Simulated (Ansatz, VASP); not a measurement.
One calculation of B, two programs

Contents of POSCAR:

```
B
1.0
    1.7972032725      0.0000000000      0.0000000000
   -0.8986016362      1.5564236897      0.0000000000
    0.0000000000      0.0000000000      3.2621271370
B
1
Direct
    0.0000000000      0.0000000000      0.0000000000
```

The input INCAR.step1:

```
SYSTEM = B
PREC = Accurate ; ENCUT = 520
ISMEAR = 0 ; SIGMA = 0.15
LREAL = .False. ; LASPH = .True.
NELM = 60 ; NBANDS = 8
GGA = PE ; ALGO = Normal
EDIFF = 1E-4 ; LWAVE = .True.
LCHARG = .False.
```

The input INCAR.step2:

```
SYSTEM = B
PREC = Accurate ; ENCUT = 520
EDIFF = 1E-6 ; ISMEAR = 0
SIGMA = 0.15 ; LREAL = .False.
LASPH = .True. ; NELM = 60
ALGO = Normal ; ISIF = 2
LWAVE = .False. ; LCHARG = .False.
METAGGA = R2SCAN ; LMIXTAU = .True.
NBANDS = 8 ; ISTART = 1
```

File KPOINTS:

```
regular mesh
0
Gamma
  36 36 14
  0 0 0
```

Input for Ansatz:

```yaml
crystal:
  lattice:
    - [1.7972032725, 0.0, 0.0]
    - [-0.8986016362, 1.5564236897, 0.0]
    - [0.0, 0.0, 3.262127137]
  atoms:
    - { symbol: B, position: [0.0, 0.0, 0.0] }
basis:
  ecutwfc: 500
kpoints:
  mp_grid: { grid: [36, 36, 14] }
hamiltonian:
  xc: r2scan
scf:
  occupations: { method: gaussian, width: 0.15 }
output:
  forces: true
  stress: true
  eigenvalues: true
```

Alike in both runs: task single point; functional r2SCAN; k mesh 36 × 36 × 14; occupations gaussian, width 0.15 eV; no spin polarisation.

```csv
,VASP,Ansatz
version,VASP 6.6.1,Ansatz 0.2.0
potentials or method,"VASP PAW PBE potentials, release 64 (B), cutoff 520 eV","scalar-relativistic, plane waves, PAW"
valence electrons in the cell,3,3
```

|  | VASP | Ansatz | Ansatz less VASP |
| --- | --- | --- | --- |
| gap on the k mesh at the Fermi level (eV) | none | none | - |
| pressure (GPa) | -22.8 | -22.7 | +0.11 |
| traceless stress, the component that is largest in VASP (GPa) | 28.60 | 28.53 | -0.069 |

VASP's potentials were made for PBE, not for r2SCAN. A gap of «none» marks a metal or a gap that the smearing closes.
